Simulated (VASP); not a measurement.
# Co (P6_3/mmc) in VASP: relaxation of cell and atoms with LDA

Aim: the relaxation of cell and atoms of Co with LDA.

Everything below comes from runs of VASP 6.6.1. Logs are shortened: lines on timing, memory, paths and dates and some standing lists are left out, and cuts for length are marked.

## (1) The cell of the first run

The structure is hexagonal, space group P6_3/mmc (No. 194). Conventional cell: a = 2.042 Å, b = 2.042 Å, c = 3.308 Å, α = 90.00°, β = 90.00°, γ = 120.00°. Within 2.7 Å of Co (site symmetry -6m2) lie 12 Co at 2.03 to 2.04 Å.

## (2) Relaxation of cell and atoms, LDA, collinear spin, ferromagnetic start, target pressure 450 GPa, at which the enthalpy is minimised

The input, INCAR:

```
SYSTEM = Co
  PREC = Accurate
  ENCUT = 600
  EDIFF = 1E-6
  ISMEAR = -1
  SIGMA = 0.1
  LREAL = .FALSE.
  LASPH = .TRUE.
  NELM = 150
  ALGO = Normal
  ISIF = 3
  LWAVE = .FALSE.
  LCHARG = .FALSE.
  ISPIN = 2
  MAGMOM = 1.7 1.7
  LORBIT = 11
  LMAXMIX = 4
  GGA = CA
  IBRION = 2
  NSW = 60
  EDIFFG = -0.005
  PSTRESS = 4500.0
```

The input, KPOINTS:

```
Automatic mesh
0
G
  21 21 12
  0 0 0
```

The input, POSCAR:

```
Co
1.0
    2.0417782963      0.0000000000      0.0000000000
   -1.0208891482      1.7682318735      0.0000000000
    0.0000000000      0.0000000000      3.3076808401
Co
2
Direct
    0.3333333333      0.6666666667      0.2500000000
    0.6666666667      0.3333333333      0.7500000000
```

Potentials or basis: VASP PAW LDA potentials, release 64 (Co).

Launch:

```bash
cat potpaw_LDA.64/Co/POTCAR > POTCAR
mpirun -np 1 vasp_std > vasp.out
```

OUTCAR:

```text
SYSTEM = Co
   PREC = Accurate
   ENCUT = 600
   EDIFF = 1E-6
   ISMEAR = -1
   LREAL = .FALSE.
   LASPH = .TRUE.
   NELM = 150
   ISIF = 3
   ISPIN = 2
   LORBIT = 11
   GGA = CA
   IBRION = 2
   NSW = 60
   EDIFFG = -0.005
   PSTRESS = 4500.0

 ion  position               nearest neighbor table
   1  0.333  0.667  0.250-   2 2.03   2 2.03   2 2.03   2 2.03   2 2.03   2 2.03   2 2.88   2 2.88
                             2 2.88   2 2.88   2 2.88   2 2.88
   2  0.667  0.333  0.750-   1 2.03   1 2.03   1 2.03   1 2.03   1 2.03   1 2.03   1 2.88   1 2.88
                             1 2.88   1 2.88   1 2.88   1 2.88

  LATTYP: Found a hexagonal cell.
 ALAT       =     2.0417782963
 C/A-ratio  =     1.6200000000

  Lattice vectors:

 A1 = (   2.0417782963,   0.0000000000,   0.0000000000)
 A2 = (  -1.0208891482,   1.7682318735,   0.0000000000)
 A3 = (   0.0000000000,   0.0000000000,   3.3076808401)

Analysis of symmetry for initial positions (statically):
=====================================================================
 Subroutine PRICEL returns:
 Original cell was already a primitive cell.

 Routine SETGRP: Setting up the symmetry group for a
 hexagonal supercell.

 Subroutine GETGRP returns: Found 24 space group operations
 (whereof 12 operations were pure point group operations)
 out of a pool of 24 trial point group operations.

The static configuration has the point symmetry D_3d.
 The point group associated with its full space group is D_6h.

Analysis of symmetry for dynamics (positions and initial velocities):
=====================================================================
 Subroutine PRICEL returns:
 Original cell was already a primitive cell.

 Routine SETGRP: Setting up the symmetry group for a
 hexagonal supercell.

 Subroutine GETGRP returns: Found 24 space group operations
 (whereof 12 operations were pure point group operations)
 out of a pool of 24 trial point group operations.

The dynamic configuration has the point symmetry D_3d.
 The point group associated with its full space group is D_6h.

Analysis of structural, dynamic, and magnetic symmetry:
=====================================================================
 Subroutine PRICEL returns:
 Original cell was already a primitive cell.

 Routine SETGRP: Setting up the symmetry group for a
 hexagonal supercell.

 Subroutine GETGRP returns: Found 24 space group operations
 (whereof 12 operations were pure point group operations)
 out of a pool of 24 trial point group operations.

The overall configuration has the point symmetry D_3d.
 The point group associated with its full space group is D_6h.

 Subroutine INISYM returns: Found 24 space group operations
 (whereof 12 operations are pure point group operations),
 and found     1 'primitive' translations

----------------------------------------------------------------------------------------

                                     Primitive cell

  volume of cell :      11.9418

  direct lattice vectors                    reciprocal lattice vectors
     2.041778296  0.000000000  0.000000000     0.489769140  0.282768345  0.000000000
    -1.020889148  1.768231873  0.000000000     0.000000000  0.565536689  0.000000000
     0.000000000  0.000000000  3.307680840     0.000000000  0.000000000  0.302326630

  length of vectors
     2.041778296  2.041778296  3.307680840     0.565536690  0.565536689  0.302326630

  position of ions in fractional coordinates (direct lattice)
     0.333333333  0.666666667  0.250000000
     0.666666667  0.333333333  0.750000000

  ion indices of the primitive-cell ions
   primitive index   ion index
                 1           1
                 2           2

----------------------------------------------------------------------------------------

 KPOINTS: Automatic mesh

Automatic generation of k-mesh.
 Grid dimensions read from file:
 generate k-points for:   21   21   12

 Generating k-lattice:

  Cartesian coordinates                     Fractional coordinates (reciprocal lattice)
     0.023322340  0.013465159  0.000000000     0.047619048  0.000000000  0.000000000
     0.000000000  0.026930319  0.000000000     0.000000000  0.047619048  0.000000000
     0.000000000  0.000000000  0.025193886     0.000000000  0.000000000  0.083333333

  Length of vectors
     0.026930319  0.026930319  0.025193886

  Shift w.r.t. Gamma in fractional coordinates (k-lattice)
     0.000000000  0.000000000  0.000000000

 Subroutine IBZKPT returns following result:
 ===========================================

 Found    336 irreducible k-points:

 Following reciprocal coordinates:
            Coordinates               Weight
  0.000000  0.000000  0.000000      1.000000
  0.047619  0.000000  0.000000      6.000000
  0.095238  0.000000  0.000000      6.000000
  0.142857  0.000000  0.000000      6.000000
  0.190476  0.000000  0.000000      6.000000
  0.238095  0.000000  0.000000      6.000000
[... 16 lines left out ...]
  0.142857  0.095238  0.000000     12.000000
  0.190476  0.095238  0.000000     12.000000
 [... further k-points ...]
   k-points           NKPTS =    336   k-points in BZ     NKDIM =    336   number of bands    NBANDS=     15
   number of dos      NEDOS =    301   number of ions     NIONS =      2
   total plane-waves  NPLWV =   7168
   dimension x,y,z NGX =    16 NGY =   16 NGZ =   28
   dimension x,y,z NGXF=    32 NGYF=   32 NGZF=   56
   ions per type =               2
   NGX,Y,Z   is equivalent  to a cutoff of  13.03, 13.03, 14.07 a.u.
   NGXF,Y,Z  is equivalent  to a cutoff of  26.06, 26.06, 28.15 a.u.
 SYSTEM =  Co
   PREC   = accura    normal or accurate (medium, high low for compatibility)
   ISTART =      0    job   : 0-new  1-cont  2-samecut
   ICHARG =      2    charge: 1-file 2-atom 10-const
   ISPIN  =      2    spin polarized calculation?
   LNONCOLLINEAR =      F non collinear calculations
   LSORBIT =      F    spin-orbit coupling
   LASPH  =      T    aspherical Exc in radial PAW
   ENCUT  =  600.0 eV  44.10 Ry    6.64 a.u.   4.08  4.08  6.61*2*pi/ulx,y,z
   NELM   =    150;   NELMIN=  2; NELMDL= -5     # of ELM steps
   EDIFF  = 0.1E-05   stopping-criterion for ELM
   LREAL  =      F    real-space projection
   EDIFFG = -.5E-02   stopping-criterion for IOM
   NSW    =     60    number of steps for IOM
   IBRION =      2    ionic relax: 0-MD 1-quasi-New 2-CG
   NFREE  =      1    steps in history (QN), initial steepest desc. (CG)
   ISIF   =      3    stress and relaxation
   ISYM   =      2    0-nonsym 1-usesym 2-fastsym
   POTIM  = 0.5000    time-step for ionic-motion
   TEBEG  =    0.0;   TEEND  =   0.0 temperature during run
   PSTRESS= 4500.0 pullay stress
   NELECT =      18.0000    total number of electrons
   NUPDOWN=      -1.0000    fix difference up-down
   EMIN   =  10.00;   EMAX   =-10.00  energy-range for DOS
   EFERMI =   0.00;   METHOD = LEGACY
   ISMEAR =    -1;   SIGMA  =   0.10  broadening in eV -4-tet -1-fermi 0-gaus
   EFERMI_NEDOS =   21; number of points for ismear=-14 and -15
   IALGO  =     38    algorithm
   IMIX   =      4    mixing-type and parameters
     AMIX     =   0.40;   BMIX     =  1.00
     AMIX_MAG =   1.60;   BMIX_MAG =  1.00
  volume/ion in A,a.u.               =       5.97        40.29
  Fermi-wavevector in a.u.,A,eV,Ry     =   1.877047  3.547105 47.937493  3.523306
  Thomas-Fermi vector in A             =   2.921403
   LORBIT       =     11    0 simple, 1 ext, 2 COOP (PROOUT), +10 PAW based schemes
   GGA     = CA    functional components
   LHFCALC =     F    Hartree Fock is set to
   AEXX    =    0.0000 exact exchange contribution
   IVDW    =     0    specifies the selected vdW correction
   LEPSILON=     F    determine dielectric tensor
   LRPA    =     F    only Hartree local field effects (RPA)
 conjugate gradient relaxation of ions
 spin polarized calculation
  energy-cutoff  :      600.00
  volume of cell :       11.94
 maximum number of plane-waves:       416
   NGX =  9   NGY =  9   NGZ = 13

--------------------------------------- Ionic step        1  -------------------------------------------

 number of electron      18.0000000 magnetization      -0.0303167

 number of electron      18.0000000 magnetization       0.0024223

 Free energy of the ion-electron system (eV)
  ---------------------------------------------------
  ext. energy  EPLUGINS =         0.00000000
  ---------------------------------------------------
  free energy    TOTEN  =        -9.67342094 eV

  energy without entropy =       -9.59484646  energy(sigma->0) =       -9.63413370

------------------------ aborting loop because EDIFF is reached ----------------------------------------

  FORCE on cell =-STRESS in cart. coord.  units (eV):
  Direction    XX          YY          ZZ          XY          YZ          ZX
  --------------------------------------------------------------------------------------
  -------------------------------------------------------------------------------------
  Total       33.0823053     33.0823053     33.0683002     -0.0000000     -0.0000000      0.0000000
  in kB     4438.4869999   4438.4869999   4436.6080055     -0.0000001     -0.0000000      0.0000000
  external PRESSURE =     -62.1393316 kB  Pullay stress =    4500.0000000 kB
[... 67 lines left out ...]
 number of electron      17.9999999 magnetization       0.0000521

 number of electron      17.9999999 magnetization      -0.0000610

 Free energy of the ion-electron system (eV)
  ---------------------------------------------------
  ext. energy  EPLUGINS =         0.00000000
  ---------------------------------------------------
  free energy    TOTEN  =        -9.56961812 eV

  energy without entropy =       -9.49141857  energy(sigma->0) =       -9.53051834

 E-fermi :  22.5544     XC(G=0): -17.6280

 val. band max:       22.5536032647   @ k =   0.2857   0.0952   0.4167
 cond. band min:      22.5561280889   @ k =   0.3810   0.1429   0.2500
 fundamental gap:      0.0025248242
 Fermi energy:        22.5543648048

 spin component 1

 k-point     1 :       0.0000    0.0000    0.0000
  band No.  band energies     occupation
      1       9.4613      1.00000
      2      12.8394      1.00000
      3      18.0828      1.00000
      4      18.1378      1.00000
      5      18.1378      1.00000
      6      19.0136      1.00000
      7      19.0136      1.00000
      8      19.9442      1.00000
      9      19.9442      1.00000
     10      22.3457      0.88957
     11      22.7179      0.16308
     12      22.7179      0.16308
     13      36.2737      0.00000
     14      48.4505      0.00000
[... 403 lines left out ...]
      4      16.0517      1.00000
      5      18.2655      1.00000
      6      18.2782      1.00000
      7      19.5857      1.00000
      8      19.9356      1.00000
      9      20.6281      1.00000
     10      21.4972      0.99997
     11      23.1024      0.00415
     12      31.0855      0.00000
     13      36.1145      0.00000
     14      43.5129      0.00000
     15      46.9091      0.00000

 [... further k-points ...]

 spin component 2

 k-point     1 :       0.0000    0.0000    0.0000
  band No.  band energies     occupation
      1       9.4613      1.00000
      2      12.8394      1.00000
      3      18.0828      1.00000
      4      18.1379      1.00000
      5      18.1379      1.00000
      6      19.0136      1.00000
      7      19.0136      1.00000
      8      19.9443      1.00000
      9      19.9443      1.00000
     10      22.3458      0.88955
     11      22.7179      0.16306
     12      22.7179      0.16306
     13      36.2738      0.00000
     14      48.4505      0.00000
[... 448 lines left out ...]
  energy  without entropy=       -9.4914185651  energy(sigma->0) =       -9.53051834

  enthalpy is  TOTEN    =        23.8666624599 eV   P V=       33.4362805836

 reached required accuracy - stopping structural energy minimisation

 total charge

# of ion       s       p       d       tot
------------------------------------------
    1        0.860   1.312   8.141  10.312
    2        0.860   1.312   8.141  10.312
--------------------------------------------------
tot          1.719   2.623  16.281  20.624

 magnetization (x)

# of ion       s       p       d       tot
------------------------------------------
    1        0.000   0.000   0.000   0.000
    2        0.000   0.000   0.000   0.000
--------------------------------------------------
tot          0.000   0.000   0.000   0.000
```

Run time: 2.2 min. Hardware: 1 thread of AMD EPYC 9R45 (Zen 5), shared host; peak memory 0.19 GiB.

What came out:

```
Free energy                                                : -9.5696 eV
Relaxed volume                                             : 5.95 Å³/atom
Relaxed cell                                               : a = 2.040 Å, b = 2.040 Å, c = 3.304 Å, α = 90.00°, β = 90.00°, γ = 120.00°
Space group after relaxing (to 0.1 Å)                      : P6_3/mmc (No. 194)
Energy change on relaxing (the run minimises the enthalpy) : +51.9 meV/atom
Ionic steps                                                : 3
Pressure after relaxing                                    : 450.1 GPa
Band gap on the k mesh                                     : zero (filled and empty bands overlap)
Net moment                                                 : 0.00 μB per cell
```

Stress tensor (GPa, compression positive):
```
450.13   0.00   0.00
  0.00 450.13   0.00
  0.00   0.00 450.02
```

The path:
```tsv
step	energy change (eV)	largest force (eV/Å)	pressure (GPa)	volume (Å³)
1	0.0000	0.0000	443.79	11.94
2	1.1793	0.0000	512.37	11.55
3	0.1038	0.0000	450.09	11.90
```

Final structure:
```
Co
1.0
     2.03968    0.00000    0.00000
    -1.01984    1.76641    0.00000
     0.00000    0.00000    3.30417
Co
2
Direct
  0.33333 0.66667 0.25000
  0.66667 0.33333 0.75000
```

Caveat: the cell is relaxed towards a set pressure, so the run minimises the enthalpy, not the energy.
